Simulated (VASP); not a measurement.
# AlO2 (Pmmm) in VASP: relaxation of cell and atoms with PBE

Aim: the relaxation of cell and atoms of AlO2 with PBE.

Program: VASP 6.6.1. These are calculated values, not measurements. Logs are shortened: lines on timing, memory, paths and dates and some standing lists are left out, and cuts for length are marked.

## 1. The cell of the first run

It takes space group Pmmm (No. 47, orthorhombic). Conventional cell: a = 2.143 Å, b = 4.071 Å, c = 4.641 Å, α = 90.00°, β = 90.00°, γ = 90.00°. Within 2.2 Å of Al (site symmetry mmm) lie 2 O at 1.57 Å and 2 Al at 2.14 Å. O (site symmetry mm2) has 1 O at 1.51 Å and 1 Al at 1.57 Å within 2.0 Å.

The cell was generated, and may not be a known phase.

## 2. Relaxation of cell and atoms, PBE

File INCAR:

```
ALGO = Normal ; EDIFF = 1E-7
EDIFFG = -0.04 ; ENCUT = 1340
GGA = PE ; GGA_COMPAT = F
IBRION = 2 ; ISIF = 3
ISMEAR = 0 ; LASPH = T
LCHARG = F ; LREAL = F
LWAVE = F ; NELM = 120
NELMIN = 4 ; NSW = 90
PREC = Accurate ; SIGMA = 0.1
```

File KPOINTS:

```
k-points
0
Gamma
  8 4 4
```

File POSCAR:

```
AlO2
1.0
    2.1425932700      0.0000000000      0.0000000000
    0.0000000000      4.0714096200      0.0000000000
    0.0000000000      0.0000000000      4.6414253600
Al O
1 2
Direct
    0.5000000000      0.0000000000      0.5000000000
    0.5000000000      0.0000000000      0.8376513100
    0.5000000000      0.0000000000      0.1623486900
```

Potentials or basis: VASP PAW PBE potentials, release 64 (Al, O_h).

Started as:

```sh
$ cat potpaw_PBE.64/Al/POTCAR potpaw_PBE.64/O_h/POTCAR > POTCAR
$ mpirun -np 1 vasp_std > vasp.out
```

OUTCAR:

```text
EDIFF = 1E-7
   EDIFFG = -0.04
   ENCUT = 1340
   GGA = PE
   IBRION = 2
   ISIF = 3
   ISMEAR = 0
   LASPH = T
   LREAL = F
   NELM = 120
   NELMIN = 4
   NSW = 90
   PREC = Accurate

 ion  position               nearest neighbor table
   1  0.500  0.000  0.500-   2 1.57   3 1.57
   2  0.500  0.000  0.838-   3 1.51   1 1.57
   3  0.500  0.000  0.162-   2 1.51   1 1.57

  LATTYP: Found a simple orthorhombic cell.
 ALAT       =     2.1425932700
 B/A-ratio  =     1.9002251510
 C/A-ratio  =     2.1662652567

  Lattice vectors:

 A1 = (   2.1425932700,   0.0000000000,   0.0000000000)
 A2 = (   0.0000000000,   4.0714096200,   0.0000000000)
 A3 = (   0.0000000000,   0.0000000000,   4.6414253600)

Analysis of symmetry for initial positions (statically):
=====================================================================
 Subroutine PRICEL returns:
 Original cell was already a primitive cell.

 Routine SETGRP: Setting up the symmetry group for a
 simple orthorhombic supercell.

 Subroutine GETGRP returns: Found  8 space group operations
 (whereof  8 operations were pure point group operations)
 out of a pool of  8 trial point group operations.

The static configuration has the point symmetry D_2h.

Analysis of symmetry for dynamics (positions and initial velocities):
=====================================================================
 Subroutine PRICEL returns:
 Original cell was already a primitive cell.

 Routine SETGRP: Setting up the symmetry group for a
 simple orthorhombic supercell.

 Subroutine GETGRP returns: Found  8 space group operations
 (whereof  8 operations were pure point group operations)
 out of a pool of  8 trial point group operations.

The dynamic configuration has the point symmetry D_2h.

 Subroutine INISYM returns: Found  8 space group operations
 (whereof  8 operations are pure point group operations),
 and found     1 'primitive' translations

----------------------------------------------------------------------------------------

                                     Primitive cell

  volume of cell :      40.4889

  direct lattice vectors                    reciprocal lattice vectors
     2.142593270  0.000000000  0.000000000     0.466724139  0.000000000  0.000000000
     0.000000000  4.071409620  0.000000000     0.000000000  0.245615178  0.000000000
     0.000000000  0.000000000  4.641425360     0.000000000  0.000000000  0.215451057

  length of vectors
     2.142593270  4.071409620  4.641425360     0.466724139  0.245615178  0.215451057

  position of ions in fractional coordinates (direct lattice)
     0.500000000  0.000000000  0.500000000
     0.500000000  0.000000000  0.837651310
     0.500000000  0.000000000  0.162348690

  ion indices of the primitive-cell ions
   primitive index   ion index
                 1           1
                 2           2
                 3           3

----------------------------------------------------------------------------------------

 KPOINTS: k-points

Automatic generation of k-mesh.
 Grid dimensions read from file:
 generate k-points for:    8    4    4

 Generating k-lattice:

  Cartesian coordinates                     Fractional coordinates (reciprocal lattice)
     0.058340517  0.000000000  0.000000000     0.125000000  0.000000000  0.000000000
     0.000000000  0.061403795  0.000000000     0.000000000  0.250000000  0.000000000
     0.000000000  0.000000000  0.053862764     0.000000000  0.000000000  0.250000000

  Length of vectors
     0.058340517  0.061403795  0.053862764

  Shift w.r.t. Gamma in fractional coordinates (k-lattice)
     0.000000000  0.000000000  0.000000000

 Subroutine IBZKPT returns following result:
 ===========================================

 Found     45 irreducible k-points:

 Following reciprocal coordinates:
            Coordinates               Weight
  0.000000  0.000000  0.000000      1.000000
  0.125000  0.000000  0.000000      2.000000
  0.250000  0.000000  0.000000      2.000000
  0.375000  0.000000  0.000000      2.000000
  0.500000  0.000000  0.000000      1.000000
  0.000000  0.250000  0.000000      2.000000
[... 16 lines left out ...]
  0.250000  0.250000  0.250000      8.000000
  0.375000  0.250000  0.250000      8.000000
 [... further k-points ...]
   k-points           NKPTS =     45   k-points in BZ     NKDIM =     45   number of bands    NBANDS=     11
   number of dos      NEDOS =    301   number of ions     NIONS =      3
   total plane-waves  NPLWV =  78400
   dimension x,y,z NGX =    28 NGY =   50 NGZ =   56
   dimension x,y,z NGXF=    56 NGYF=  100 NGZF=  112
   ions per type =               1   2
   NGX,Y,Z   is equivalent  to a cutoff of  21.73, 20.42, 20.06 a.u.
   NGXF,Y,Z  is equivalent  to a cutoff of  43.45, 40.83, 40.12 a.u.
 SYSTEM =  unknown system
   PREC   = accura    normal or accurate (medium, high low for compatibility)
   ISTART =      0    job   : 0-new  1-cont  2-samecut
   ICHARG =      2    charge: 1-file 2-atom 10-const
   ISPIN  =      1    spin polarized calculation?
   LNONCOLLINEAR =      F non collinear calculations
   LSORBIT =      F    spin-orbit coupling
   LASPH  =      T    aspherical Exc in radial PAW
   ENCUT  = 1340.0 eV  98.49 Ry    9.92 a.u.   6.40 12.15 13.85*2*pi/ulx,y,z
   NELM   =    120;   NELMIN=  4; NELMDL= -5     # of ELM steps
   EDIFF  = 0.1E-06   stopping-criterion for ELM
   LREAL  =      F    real-space projection
   EDIFFG = -.4E-01   stopping-criterion for IOM
   NSW    =     90    number of steps for IOM
   IBRION =      2    ionic relax: 0-MD 1-quasi-New 2-CG
   NFREE  =      1    steps in history (QN), initial steepest desc. (CG)
   ISIF   =      3    stress and relaxation
   ISYM   =      2    0-nonsym 1-usesym 2-fastsym
   POTIM  = 0.5000    time-step for ionic-motion
   TEBEG  =    0.0;   TEEND  =   0.0 temperature during run
   PSTRESS=    0.0 pullay stress
   NELECT =      15.0000    total number of electrons
   NUPDOWN=      -1.0000    fix difference up-down
   EMIN   =  10.00;   EMAX   =-10.00  energy-range for DOS
   EFERMI =   0.00;   METHOD = LEGACY
   ISMEAR =     0;   SIGMA  =   0.10  broadening in eV -4-tet -1-fermi 0-gaus
   EFERMI_NEDOS =   21; number of points for ismear=-14 and -15
   IALGO  =     38    algorithm
   IMIX   =      4    mixing-type and parameters
     AMIX     =   0.40;   BMIX     =  1.00
     AMIX_MAG =   1.60;   BMIX_MAG =  1.00
  volume/ion in A,a.u.               =      13.50        91.08
  Fermi-wavevector in a.u.,A,eV,Ry     =   1.175781  2.221905 18.809539  1.382462
  Thomas-Fermi vector in A             =   2.312156
   LORBIT       =      0    0 simple, 1 ext, 2 COOP (PROOUT), +10 PAW based schemes
   GGA     = PE    functional components
   LHFCALC =     F    Hartree Fock is set to
   AEXX    =    0.0000 exact exchange contribution
   IVDW    =     0    specifies the selected vdW correction
   LEPSILON=     F    determine dielectric tensor
   LRPA    =     F    only Hartree local field effects (RPA)
 conjugate gradient relaxation of ions
 non-spin polarized calculation
 Gauss-broadening in eV      SIGMA  =   0.10
  energy-cutoff  :     1340.00
  volume of cell :       40.49
 maximum number of plane-waves:      4556
 NGX is ok and might be reduce to    28
   NGX = 13   NGY = 25   NGZ = 27

--------------------------------------- Ionic step        1  -------------------------------------------

 number of electron      15.0000001 magnetization

 Free energy of the ion-electron system (eV)
  ---------------------------------------------------
  ext. energy  EPLUGINS =         0.00000000
  ---------------------------------------------------
  free energy    TOTEN  =       -10.51394174 eV

  energy without entropy =      -10.50205785  energy(sigma->0) =      -10.50799979

 E-fermi :   3.7298     XC(G=0):  -8.8286

 val. band max:        3.7130925341   @ k =   0.1250   0.5000   0.2500
 cond. band min:       3.7497629325   @ k =   0.3750   0.0000   0.2500
 fundamental gap:      0.0366703983
 Fermi energy:         3.7298130663

 k-point     1 :       0.0000    0.0000    0.0000
  band No.  band energies     occupation
      1     -19.5952      2.00000
      2     -14.9536      2.00000
      3      -7.6099      2.00000
      4      -2.7566      2.00000
      5       0.5546      2.00000
      6       1.7336      2.00000
      7       2.3497      2.00000
      8       4.6053      0.00000
      9       4.6252      0.00000
     10       6.9824      0.00000
     11       8.1258      0.00000
[... 426 lines left out ...]
  FREE ENERGIE OF THE ION-ELECTRON SYSTEM (eV)
  ---------------------------------------------------
  free  energy   TOTEN  =       -13.6119802280 eV

  energy  without entropy=      -13.6077097744  energy(sigma->0) =      -13.60984500

[... ionic steps 4 to 33 ...]

--------------------------------------- Ionic step       34  -------------------------------------------

 number of electron      14.9999996 magnetization

------------------------ aborting loop because EDIFF is reached ----------------------------------------

  FORCE on cell =-STRESS in cart. coord.  units (eV):
  Direction    XX          YY          ZZ          XY          YZ          ZX
  --------------------------------------------------------------------------------------
  -------------------------------------------------------------------------------------
  Total       -0.0912305     -0.1402854      0.2571638     -0.0000000      0.0000000      0.0000000
  in kB       -3.2493442     -4.9965288      9.1593719     -0.0000000      0.0000000      0.0000000
  external PRESSURE =       0.3044996 kB  Pullay stress =       0.0000000 kB
[... 59 lines left out ...]
  energy  without entropy=      -14.1429213719  energy(sigma->0) =      -14.14627341

--------------------------------------- Ionic step       36  -------------------------------------------

 number of electron      14.9999996 magnetization

 Free energy of the ion-electron system (eV)
  ---------------------------------------------------
  ext. energy  EPLUGINS =         0.00000000
  ---------------------------------------------------
  free energy    TOTEN  =       -14.14994450 eV

  energy without entropy =      -14.14338337  energy(sigma->0) =      -14.14666393

 E-fermi :   2.4735     XC(G=0):  -8.8307

 val. band max:        2.4659103849   @ k =   0.2500   0.2500   0.5000
 cond. band min:       2.4911092806   @ k =   0.2500   0.2500   0.2500
 fundamental gap:      0.0251988957
 Fermi energy:         2.4734555264

 k-point     1 :       0.0000    0.0000    0.0000
  band No.  band energies     occupation
      1     -20.7421      2.00000
      2     -13.6980      2.00000
      3      -7.7837      2.00000
      4      -2.3325      2.00000
      5      -2.0783      2.00000
      6       0.5917      2.00000
      7       1.9105      2.00000
      8       2.1205      2.00000
      9       6.4971      0.00000
     10      10.1002      0.00000
     11      10.8053      0.00000
[... 352 lines left out ...]
  FREE ENERGIE OF THE ION-ELECTRON SYSTEM (eV)
  ---------------------------------------------------
  free  energy   TOTEN  =       -14.1499444983 eV

  energy  without entropy=      -14.1433833708  energy(sigma->0) =      -14.14666393

 reached required accuracy - stopping structural energy minimisation
```

Run time: 24 min. Hardware: 1 thread of AMD EPYC 7R43 (Zen 3), shared host; peak memory 0.31 GiB.

What came out:

```yaml
Free_energy: -14.1499 eV
Relaxed_volume: 14.98 Å³/atom
Relaxed_cell: a = 2.994 Å, b = 3.150 Å, c = 4.764 Å, α = 90.00°, β = 90.00°, γ = 90.00°
Space_group_after_relaxing_to_0.1_Å: Pmmm (No. 47)
Energy_gained_by_relaxing: 1212.0 meV/atom
Ionic_steps: 36
Pressure_after_relaxing: -0.1 GPa
Largest_force_after_relaxing: 0.022 eV/Å
Band_gap_on_the_k_mesh: zero (an odd number of electrons rules out a gap without spin polarisation)
```

Forces in eV/Å, atoms in the order of the input:
```
Al   0.000  0.000  0.000
O    0.000  0.000  0.022
O    0.000  0.000 -0.022
```

Stress tensor (GPa, compression positive):
```
-0.22  0.00  0.00
 0.00 -0.43  0.00
 0.00  0.00  0.26
```

Step by step:
```
step  energy change (eV)  largest force (eV/Å)  pressure (GPa)  volume (Å³)
   1              0.0000                6.1279           51.29        40.49
   2             -1.5964                9.8668            2.46        69.59
   3             -3.0980                0.7983           -0.45        53.55
   4             -3.1006                0.6753           -0.19        53.27
   5             -3.1018                0.5586            0.07        53.00
   6             -3.2262                0.5967           -0.77        53.25
   7             -3.5179                0.3107            2.13        53.50
   8             -3.4547                1.0343            5.94        53.44
   9             -3.5189                0.1696            2.60        53.50
  10             -3.5000                0.8646           -2.93        57.03
  11             -3.5411                0.5149           -0.10        54.92
  12             -3.5302                0.8466           -2.52        55.96
  13             -3.5482                0.0179           -1.17        55.33
  14             -3.5481                0.3059            0.60        54.31
  15             -3.5511                0.1246           -0.32        54.82
  16             -3.5572                0.0707           -0.04        53.98
  17             -3.5656                0.4770            0.66        52.23
  18             -3.5633                1.3256            2.29        48.78
  19             -3.5679                0.7464            1.17        51.09
  20             -3.5689                0.7484            1.15        50.99
  21             -3.5719                0.7551            1.12        50.69
  22             -3.5777                0.7693            1.05        50.10
  23             -3.5887                0.8036            0.92        48.91
  24             -3.6044                0.9359            0.78        46.53
  25             -3.5846                1.2158            1.67        41.79
  26             -3.6069                0.9971            0.83        45.64
  27             -3.6187                0.6514            0.61        45.40
  28             -3.6281                0.0950            0.46        44.92
  29             -3.6290                0.0901            0.39        44.95
  30             -3.6312                0.0760            0.17        45.01
  31             -3.6341                0.0537           -0.35        45.14
  32             -3.6329                0.0154           -1.44        45.38
  33             -3.6348                0.0417           -0.74        45.23
  34             -3.6356                0.0220            0.03        44.98
  35             -3.6357                0.0047           -0.17        45.04
  36             -3.6360                0.0224           -0.13        44.93
```

Final structure:
```cif
data_structure
_symmetry_space_group_name_H-M 'P 1'
_symmetry_Int_Tables_number 1
_cell_length_a 2.9937
_cell_length_b 3.1503
_cell_length_c 4.7639
_cell_angle_alpha 90.000
_cell_angle_beta 90.000
_cell_angle_gamma 90.000
_cell_volume 44.93
loop_
_atom_site_label
_atom_site_type_symbol
_atom_site_fract_x
_atom_site_fract_y
_atom_site_fract_z
_atom_site_occupancy
Al1 Al 0.50000 0.00000 0.50000 1
O1 O 0.50000 0.00000 0.85692 1
O2 O 0.50000 0.00000 0.14308 1
```

Caveat: the k points lie up to 0.50 Å⁻¹ apart in the final cell, too coarse for converged energies and pressures of a metal; a cell axis changed by over 15 % at a fixed basis, so the end point is rough; an odd number of electrons without spin polarisation forces a metal; a magnetic or distorted state may lie lower.

The gap in the log of VASP goes by the Fermi energy; the results here count the filled bands.